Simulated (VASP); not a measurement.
Write the native input for VASP 6.6.1 that does the following.

```yaml
Task: single point
Functional: PBE
Potentials_or_basis: VASP PAW PBE potentials, release 64 (Dy_3, C), 4f in core
Cutoff: 600 eV
k_mesh: 4 × 4 × 4
Occupations: gaussian, width 0.2 eV
Spin: no spin polarisation
Dipole_correction: no
Further_INCAR_settings: ALGO = Normal; EDIFF = 1e-06; NBANDS = 34
```

The structure of Dy5C lies in POSCAR:

```
Dy5C
1.0
   -4.0530776083      4.1945411913      2.5089866754
    4.0530776083     -4.1945411913      2.5089866754
    4.0530776083      4.1945411913     -2.5089866754
Dy C
5 1
Direct
    0.0000000000      0.7083586084      0.7083586084
    0.0000000000      0.2916413916      0.2916413916
    0.2864976816      0.0000000000      0.2864976816
    0.7135023184      0.0000000000      0.7135023184
    0.5000000000      0.5000000000      0.0000000000
    0.0000000000      0.0000000000      0.0000000000
```

The cell was generated, and may not be a known phase.

These files were run (other wordings do the same):

INCAR

```
SYSTEM = Dy5C
PREC = Accurate
ENCUT = 600
EDIFF = 1E-6
ISMEAR = 0
SIGMA = 0.2
LREAL = .FALSE.
LASPH = .TRUE.
NELM = 200
ALGO = Normal
ISIF = 2
LWAVE = .FALSE.
LCHARG = .FALSE.
GGA = PE
NBANDS = 34
GGA_COMPAT = .FALSE.
LMAXMIX = 6
```

KPOINTS

```
regular mesh
0
G
  4 4 4
  0 0 0
```

Potentials or basis: VASP PAW PBE potentials, release 64 (Dy_3, C), 4f in core.

Command:

```console
$ cat potpaw_PBE.64/Dy_3/POTCAR potpaw_PBE.64/C/POTCAR > POTCAR
$ mpirun -np 1 vasp_std > vasp.out
```

Results of the run:

The pressure is 0.7 GPa, the largest force is 0.020 eV/Å and the band gap on the k mesh is zero (an odd number of electrons rules out a gap without spin polarisation).

Caveat: the k points lie up to 0.36 Å⁻¹ apart, too coarse for converged energies and pressures of a metal; spin-orbit coupling is left out, which moves the levels of the heavy elements; the 4f electrons are frozen in the core, so they carry no moment and show no levels.

Run time: 96 s on 1 thread of Intel(R) Xeon(R) 6975P-C (Granite Rapids), with other jobs on the host, peak memory 0.41 GiB.
